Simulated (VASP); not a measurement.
# Ti: single point with PBEsol

Crystal: Ti.

```
Ti
1.0
     2.98882    0.00000    0.00000
    -1.49441    2.58839    0.00000
     0.00000    0.00000    4.74766
Ti
2
Direct
  0.33333 0.66667 0.25000
  0.66667 0.33333 0.75000
```

This cell differs from its parent crystal: volume scaled by 1.04.

- Program: VASP 6.6.1
- Task: single point
- Functional: PBEsol
- Potentials or basis: VASP PAW PBE potentials, release 64 (Ti_sv)
- Cutoff: 520 eV
- k mesh: 14 × 14 × 8
- Occupations: fermi-dirac, width 0.05 eV
- Spin: no spin polarisation
- Dipole correction: no
- Further INCAR settings: ALGO = Normal; EDIFF = 1e-06; NBANDS = 19

- Pressure: -9.6 GPa
- Band gap on the k mesh: zero (band 12 reaches 8.38 eV, above the bottom of band 13 at 7.37 eV)

Stress tensor (GPa, compression positive):
```
-9.37  0.00  0.00
 0.00 -9.37  0.00
 0.00  0.00 -9.95
```

Levels at points of the mesh, in eV from the Fermi level:
```
           k point  band 10  band 11  band 12  band 13  band 14  band 15
(0.00, 0.00, 0.00)    -2.56     0.62     0.74     0.74     0.83     1.20
(0.50, 0.00, 0.00)    -2.00    -1.71    -0.65     0.47     0.56     1.09
(0.00, 0.00, 0.50)    -4.29     0.08     0.08     0.66     0.66     0.66
(0.50, 0.00, 0.50)    -2.41    -0.76    -0.76     1.20     1.20     1.63
```

Wall time 56 s on 1 thread of Intel(R) Xeon(R) Platinum 8375C CPU @ 2.90GHz (Ice Lake) (shared host), peak memory 0.2 GiB.

Caveat: the PAW data sets were made with another functional, which shifts forces and pressure a little.
